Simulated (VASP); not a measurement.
Runs of VASP 6.6.1 on GaC3. The structure is that of space group Pm-3m (No. 221), or close to it. The cells are those of the table. 

```tsv
task	cell	cutoff (eV)	gap on the mesh (eV)	pressure (GPa)
relaxation of cell and atoms	relaxed to 8 GPa from a = 3.319 Å, 4 atoms	600	none	8.0
relaxation of cell and atoms	relaxed to 6 GPa from a = 3.319 Å, 4 atoms	600	none	6.0
single point	a = 3.291 Å, 4 atoms	520	none	6.3
relaxation of cell and atoms	relaxed from a = 3.319 Å, 4 atoms	600	none	0.0
single point	a = 3.317 Å, 4 atoms	520	none	(a)
```

Alike in all rows: level PBE; potentials or basis VASP PAW PBE potentials, release 64 (Ga_d, C); no spin polarisation; k mesh 7 × 7 × 7; smearing methfessel-paxton 0.1 eV.

Q: Fill in the values left out.

A: (a) 2.3.

Caveats: the cell is relaxed towards a set pressure, so the enthalpy falls and the energy may rise (some runs).

A k mesh can miss the band edges, and the runs leave out spin-orbit coupling on Ga.

A gap of «none» marks levels without a gap at the run's occupations.
